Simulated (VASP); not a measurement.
Set up this calculation in VASP 6.6.1, as the native input.

| Property | Result |
| --- | --- |
| Task | single point |
| Functional | LDA |
| Potentials or basis | VASP PAW LDA potentials, release 64 (Pd, B) |
| Cutoff | 520 eV |
| k mesh | 10 × 7 × 5 |
| Occupations | methfessel-paxton, width 0.05 eV |
| Spin | no spin polarisation |
| Dipole correction | no |
| Further INCAR settings | ALGO = Fast; EDIFF = 1e-06; NBANDS = 30 |

The structure of BPd4 lies in POSCAR:

```
BPd4
1.0
    2.8920299704      0.0000000000      0.0000000000
    0.0000000000      4.3650077954      0.0000000000
    0.0000000000      0.0000000000      5.8563150000
Pd B
4 1
Direct
    0.4997860000     -0.0013280000      0.1979700000
    0.0072420000     -0.0162850000      0.6056660000
    0.0008850000      0.5186000000      0.3229410000
    0.5020220000      0.5034260000      0.8645260000
    0.4972590000     -0.0053940000      0.8653290000
```

One way to write it, as run:

INCAR

```
  ALGO = Fast
  EDIFF = 1E-6
  ENCUT = 520
  GGA = CA
  ISIF = 2
  ISMEAR = 1
  LASPH = T
  LCHARG = F
  LREAL = F
  LWAVE = F
  NBANDS = 30
  NELM = 60
  PREC = Accurate
  SIGMA = 0.05
```

KPOINTS

```
k-points
0
Gamma
  10 7 5
```

Potentials or basis: VASP PAW LDA potentials, release 64 (Pd, B).

Command:

```bash
$ cat potpaw_LDA.64/Pd/POTCAR potpaw_LDA.64/B/POTCAR > POTCAR
$ mpirun -np 1 vasp_std > vasp.out
```

Results of the run:

The pressure is -12.8 GPa and the largest force is 1.305 eV/Å. The band gap on the k mesh is zero (an odd number of electrons rules out a gap without spin polarisation).

Caveat: the cell stands under tension; forces of over 1 eV/Å act on the atoms, so gaps and moduli don't describe the material at rest.

Wall time 10 min on 1 thread of Oxide Virtual Turin-like Processor (shared host), peak memory 0.35 GiB.
